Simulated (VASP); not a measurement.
# Os (P6_3/mmc) in VASP: further runs

The runs below take Os through single point, relaxation of cell and atoms, with PBE.

Program: VASP 6.6.1. These are calculated values, not measurements. Logs are shortened: lines on timing, memory, paths and dates and some standing lists are left out, and cuts for length are marked.

## 1. The cell of the first run

It takes space group P6_3/mmc (No. 194, hexagonal). The conventional cell has a = 2.430 Å, b = 2.430 Å, c = 3.892 Å, α = 90.00°, β = 90.00°, γ = 120.00°. Within 3.2 Å of Os (site symmetry -6m2) lie 12 Os at 2.40 to 2.43 Å.

## 2. Single point, PBE

File INCAR:

```
PREC = Accurate
ENCUT = 520
EDIFF = 1E-6
ISMEAR = -1
SIGMA = 0.1
LREAL = F
LASPH = T
NELM = 80
ALGO = Normal
ISIF = 2
LWAVE = F
LCHARG = T
GGA = PE
LELF = T
LVHAR = T
NBANDS = 15
```

File KPOINTS:

```
regular mesh
0
Gamma
  18 18 10
```

File POSCAR:

```
Os
1.0
    2.4298154507      0.0000000000      0.0000000000
   -1.2149077254      2.1042819068      0.0000000000
    0.0000000000      0.0000000000      3.8916702959
Os
2
Direct
    0.3333333333      0.6666666667      0.2500000000
    0.6666666667      0.3333333333      0.7500000000
```

Potentials or basis: VASP PAW PBE potentials, release 64 (Os).

On the command line:

```console
> cat potpaw_PBE.64/Os/POTCAR > POTCAR
> mpirun -np 1 vasp_std > vasp.out
```

OUTCAR:

```text
PREC = Accurate
   ENCUT = 520
   EDIFF = 1E-6
   ISMEAR = -1
   LREAL = F
   LASPH = T
   NELM = 80
   ISIF = 2
   GGA = PE

 ion  position               nearest neighbor table
   1  0.333  0.667  0.250-   2 2.40   2 2.40   2 2.40   2 2.40   2 2.40   2 2.40
   2  0.667  0.333  0.750-   1 2.40   1 2.40   1 2.40   1 2.40   1 2.40   1 2.40

  LATTYP: Found a hexagonal cell.
 ALAT       =     2.4298154507
 C/A-ratio  =     1.6016320477

  Lattice vectors:

 A1 = (   2.4298154507,   0.0000000000,   0.0000000000)
 A2 = (  -1.2149077254,   2.1042819068,   0.0000000000)
 A3 = (   0.0000000000,   0.0000000000,   3.8916702959)

Analysis of symmetry for initial positions (statically):
=====================================================================
 Subroutine PRICEL returns:
 Original cell was already a primitive cell.

 Routine SETGRP: Setting up the symmetry group for a
 hexagonal supercell.

 Subroutine GETGRP returns: Found 24 space group operations
 (whereof 12 operations were pure point group operations)
 out of a pool of 24 trial point group operations.

The static configuration has the point symmetry D_3d.
 The point group associated with its full space group is D_6h.

Analysis of symmetry for dynamics (positions and initial velocities):
=====================================================================
 Subroutine PRICEL returns:
 Original cell was already a primitive cell.

 Routine SETGRP: Setting up the symmetry group for a
 hexagonal supercell.

 Subroutine GETGRP returns: Found 24 space group operations
 (whereof 12 operations were pure point group operations)
 out of a pool of 24 trial point group operations.

The dynamic configuration has the point symmetry D_3d.
 The point group associated with its full space group is D_6h.

 Subroutine INISYM returns: Found 24 space group operations
 (whereof 12 operations are pure point group operations),
 and found     1 'primitive' translations

----------------------------------------------------------------------------------------

                                     Primitive cell

  volume of cell :      19.8982

  direct lattice vectors                    reciprocal lattice vectors
     2.429815451  0.000000000  0.000000000     0.411553890  0.237610749  0.000000000
    -1.214907725  2.104281907  0.000000000     0.000000000  0.475221498  0.000000000
     0.000000000  0.000000000  3.891670296     0.000000000  0.000000000  0.256959075

  length of vectors
     2.429815451  2.429815451  3.891670296     0.475221498  0.475221498  0.256959075

  position of ions in fractional coordinates (direct lattice)
     0.333333333  0.666666667  0.250000000
     0.666666667  0.333333333  0.750000000

  ion indices of the primitive-cell ions
   primitive index   ion index
                 1           1
                 2           2

----------------------------------------------------------------------------------------

 KPOINTS: regular mesh

Automatic generation of k-mesh.
 Grid dimensions read from file:
 generate k-points for:   18   18   10

 Generating k-lattice:

  Cartesian coordinates                     Fractional coordinates (reciprocal lattice)
     0.022864105  0.013200597  0.000000000     0.055555556 -0.000000000  0.000000000
     0.000000000  0.026401194  0.000000000     0.000000000  0.055555556  0.000000000
     0.000000000  0.000000000  0.025695908     0.000000000  0.000000000  0.100000000

  Length of vectors
     0.026401194  0.026401194  0.025695908

  Shift w.r.t. Gamma in fractional coordinates (k-lattice)
     0.000000000  0.000000000  0.000000000

 Subroutine IBZKPT returns following result:
 ===========================================

 Found    222 irreducible k-points:

 Following reciprocal coordinates:
            Coordinates               Weight
  0.000000  0.000000  0.000000      1.000000
  0.055556  0.000000  0.000000      6.000000
  0.111111  0.000000  0.000000      6.000000
  0.166667  0.000000  0.000000      6.000000
  0.222222 -0.000000  0.000000      6.000000
  0.277778  0.000000  0.000000      6.000000
[... 16 lines left out ...]
  0.333333  0.111111  0.000000     12.000000
  0.388889  0.111111  0.000000     12.000000
 [... further k-points ...]
   k-points           NKPTS =    222   k-points in BZ     NKDIM =    222   number of bands    NBANDS=     15
   number of dos      NEDOS =    301   number of ions     NIONS =      2
   total plane-waves  NPLWV =   9720
   dimension x,y,z NGX =    18 NGY =   18 NGZ =   30
   dimension x,y,z NGXF=    36 NGYF=   36 NGZF=   60
   ions per type =               2
   NGX,Y,Z   is equivalent  to a cutoff of  12.32, 12.32, 12.82 a.u.
   NGXF,Y,Z  is equivalent  to a cutoff of  24.63, 24.63, 25.63 a.u.
 SYSTEM =  unknown system
   PREC   = accura    normal or accurate (medium, high low for compatibility)
   ISTART =      0    job   : 0-new  1-cont  2-samecut
   ICHARG =      2    charge: 1-file 2-atom 10-const
   ISPIN  =      1    spin polarized calculation?
   LNONCOLLINEAR =      F non collinear calculations
   LSORBIT =      F    spin-orbit coupling
   LASPH  =      T    aspherical Exc in radial PAW
   ENCUT  =  520.0 eV  38.22 Ry    6.18 a.u.   4.52  4.52  7.24*2*pi/ulx,y,z
   NELM   =     80;   NELMIN=  2; NELMDL= -5     # of ELM steps
   EDIFF  = 0.1E-05   stopping-criterion for ELM
   LREAL  =      F    real-space projection
   EDIFFG = 0.1E-04   stopping-criterion for IOM
   NSW    =      0    number of steps for IOM
   IBRION =     -1    ionic relax: 0-MD 1-quasi-New 2-CG
   NFREE  =      0    steps in history (QN), initial steepest desc. (CG)
   ISIF   =      2    stress and relaxation
   ISYM   =      2    0-nonsym 1-usesym 2-fastsym
   POTIM  = 0.5000    time-step for ionic-motion
   TEBEG  =    0.0;   TEEND  =   0.0 temperature during run
   PSTRESS=    0.0 pullay stress
   NELECT =      16.0000    total number of electrons
   NUPDOWN=      -1.0000    fix difference up-down
   EMIN   =  10.00;   EMAX   =-10.00  energy-range for DOS
   EFERMI =   0.00;   METHOD = LEGACY
   ISMEAR =    -1;   SIGMA  =   0.10  broadening in eV -4-tet -1-fermi 0-gaus
   EFERMI_NEDOS =   21; number of points for ismear=-14 and -15
   IALGO  =     38    algorithm
   IMIX   =      4    mixing-type and parameters
     AMIX     =   0.40;   BMIX     =  1.00
     AMIX_MAG =   1.60;   BMIX_MAG =  1.00
  volume/ion in A,a.u.               =       9.95        67.14
  Fermi-wavevector in a.u.,A,eV,Ry     =   1.522336  2.876797 31.531580  2.317506
  Thomas-Fermi vector in A             =   2.630929
   LORBIT       =      0    0 simple, 1 ext, 2 COOP (PROOUT), +10 PAW based schemes
   GGA     = PE    functional components
   LHFCALC =     F    Hartree Fock is set to
   AEXX    =    0.0000 exact exchange contribution
   IVDW    =     0    specifies the selected vdW correction
   LEPSILON=     F    determine dielectric tensor
   LRPA    =     F    only Hartree local field effects (RPA)
 non-spin polarized calculation
  energy-cutoff  :      520.00
  volume of cell :       19.90
 maximum number of plane-waves:       555
   NGX =  9   NGY =  9   NGZ = 15

 number of electron      16.0000001 magnetization

 Free energy of the ion-electron system (eV)
  ---------------------------------------------------
  ext. energy  EPLUGINS =         0.00000000
  ---------------------------------------------------
  free energy    TOTEN  =       -15.86984003 eV

  energy without entropy =      -15.84268564  energy(sigma->0) =      -15.85626283

 E-fermi :  15.5781     XC(G=0): -16.0896

 val. band max:       15.5739313053   @ k =   0.4444   0.1111   0.5000
 cond. band min:      15.5852315725   @ k =   0.2222  -0.0000   0.3000
 fundamental gap:      0.0113002672
 Fermi energy:        15.5780620704

 k-point     1 :       0.0000    0.0000    0.0000
  band No.  band energies     occupation
      1       1.4147      2.00000
      2       3.8546      2.00000
      3      10.4536      2.00000
      4      10.4536      2.00000
      5      10.6625      2.00000
      6      11.8600      2.00000
      7      11.8600      2.00000
      8      13.1748      2.00000
      9      13.1748      2.00000
     10      16.0546      0.01689
     11      18.2329      0.00000
     12      18.2329      0.00000
     13      28.7540      0.00000
     14      29.0143      0.00000
     15      32.0494      0.00000

 k-point     2 :       0.0556    0.0000    0.0000
  band No.  band energies     occupation
      1       1.6105      2.00000
      2       4.0350      2.00000
      3       9.9403      2.00000
      4      10.6331      2.00000
      5      11.1088      2.00000
      6      11.7221      2.00000
      7      12.0334      2.00000
      8      12.8911      2.00000
      9      13.0093      2.00000
     10      15.0573      1.98911
     11      18.3675      0.00000
     12      19.5044      0.00000
     13      28.8973      0.00000
     14      29.4630      0.00000
     15      32.3268      0.00000

 k-point     3 :       0.1111    0.0000    0.0000
  band No.  band energies     occupation
      1       2.1699      2.00000
      2       4.5280      2.00000
      3       9.2699      2.00000
      4      11.1653      2.00000
      5      11.2986      2.00000
      6      11.7507      2.00000
      7      11.9014      2.00000
      8      12.5463      2.00000
      9      12.5812      2.00000
     10      13.9915      2.00000
     11      18.7026      0.00000
     12      21.5527      0.00000
     13      29.1519      0.00000
     14      30.7346      0.00000
     15      33.0612      0.00000
[... 343 lines left out ...]
 k-point    23 :       0.3333    0.1111    0.0000
  band No.  band energies     occupation
      1       4.9954      2.00000
      2       5.7561      2.00000
      3       5.9896      2.00000
      4       9.7988      2.00000
      5      10.2287      2.00000
      6      11.8502      2.00000
      7      12.0281      2.00000
      8      16.7654      0.00001
      9      18.2545      0.00000
     10      19.6937      0.00000
     11      20.7308      0.00000
     12      28.1279      0.00000
     13      28.9537      0.00000
     14      30.7380      0.00000
     15      30.7774      0.00000

 k-point    24 :       0.3889    0.1111    0.0000
  band No.  band energies     occupation
      1       4.7253      2.00000
      2       5.3052      2.00000
      3       5.9824      2.00000
      4       9.7367      2.00000
      5      11.0958      2.00000
      6      11.5483      2.00000
      7      12.5498      2.00000
      8      18.2375      0.00000
      9      19.0650      0.00000
     10      19.7402      0.00000
     11      22.3794      0.00000
     12      26.6045      0.00000
     13      28.6937      0.00000
     14      29.1966      0.00000
     15      30.3751      0.00000

 [... further k-points ...]

------------------------ aborting loop because EDIFF is reached ----------------------------------------

  FORCE on cell =-STRESS in cart. coord.  units (eV):
  Direction    XX          YY          ZZ          XY          YZ          ZX
  --------------------------------------------------------------------------------------
  -------------------------------------------------------------------------------------
  Total       42.9454563     42.9454563     42.8633322     -0.0000000     -0.0000000      0.0000000
  in kB     3457.9169116   3457.9169116   3451.3043831     -0.0000001     -0.0000000      0.0000000
  external PRESSURE =    3455.7127354 kB  Pullay stress =       0.0000000 kB

 VOLUME and BASIS-vectors are now :
 -----------------------------------------------------------------------------
  energy-cutoff  :      520.00
  volume of cell :       19.90
      direct lattice vectors                 reciprocal lattice vectors
     2.429815451  0.000000000  0.000000000     0.411553890  0.237610749  0.000000000
    -1.214907725  2.104281907  0.000000000     0.000000000  0.475221498  0.000000000
     0.000000000  0.000000000  3.891670296     0.000000000  0.000000000  0.256959075

 POSITION                                       TOTAL-FORCE (eV/Angst)
 -----------------------------------------------------------------------------------
     -0.00000      1.40285      0.97292         0.000000      0.000000      0.000000
      1.21491      0.70143      2.91875        -0.000000     -0.000000      0.000000
 -----------------------------------------------------------------------------------
    total drift:                                0.000000     -0.000000     -0.000000

  FREE ENERGIE OF THE ION-ELECTRON SYSTEM (eV)
  ---------------------------------------------------
  free  energy   TOTEN  =       -15.8698400294 eV

  energy  without entropy=      -15.8426856378  energy(sigma->0) =      -15.85626283
```

Run time: 23 s. Hardware: 1 thread of Intel Xeon 6975P-C (Granite Rapids), shared host; peak memory 0.17 GiB.

What came out:

```
Free energy            : -15.8698 eV
Pressure               : 345.6 GPa
Band gap on the k mesh : zero (bands 8 and 9 overlap by 6.84 eV)
```

Caveat: the cell stands under pressure; spin-orbit coupling is left out, which moves the levels of the heavy elements.

(Part 1 of 2 ends here.)

The gap in the log of VASP goes by the Fermi energy; the results here count the filled bands.